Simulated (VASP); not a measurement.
## Pt: single point with PBEsol

The system is Pt.

```
CELL_PARAMETERS angstrom
2.64677 0.00000 0.00000
-1.32339 2.29217 0.00000
0.00000 0.00000 2.63791
ATOMIC_POSITIONS crystal
Pt 0.00000 0.00000 0.00000
```

```json
{
 "Program": "VASP 6.6.1",
 "Task": "single point",
 "Functional": "PBEsol",
 "Potentials or basis": "VASP PAW PBE potentials, release 64 (Pt)",
 "Cutoff": "520 eV",
 "k mesh": "16 × 16 × 15",
 "Occupations": "fermi-dirac, width 0.1 eV",
 "Spin": "no spin polarisation",
 "Dipole correction": "no",
 "Further INCAR settings": "ALGO = Normal; EDIFF = 1e-07; NBANDS = 11"
}
```

* Pressure: 2.1 GPa
* Band gap on the k mesh: zero (band 5 reaches 11.43 eV, above the bottom of band 6 at 8.50 eV)

Stress tensor (GPa, compression positive):
```
2.24 0.00 0.00
0.00 2.24 0.00
0.00 0.00 1.95
```

Levels at points of the mesh, in eV from the Fermi level:
```tsv
k point	band 1	band 2	band 3	band 4	band 5	band 6	band 7	band 8	band 9	band 10
(0.00, 0.00, 0.00)	-9.59	-6.18	-3.61	-3.61	0.37	0.37	13.87	15.50	21.86	21.86
(0.50, 0.00, 0.00)	-7.09	-5.09	-2.44	-0.24	-0.05	0.90	6.11	13.88	17.36	21.01
```

Wall time 42 s on 1 thread of Intel Xeon 6975P-C, on a shared host, peak memory 0.16 GiB.

Caveat: the PAW data sets were made with another functional, which shifts forces and pressure a little; spin-orbit coupling is left out, which moves the levels of the heavy elements.
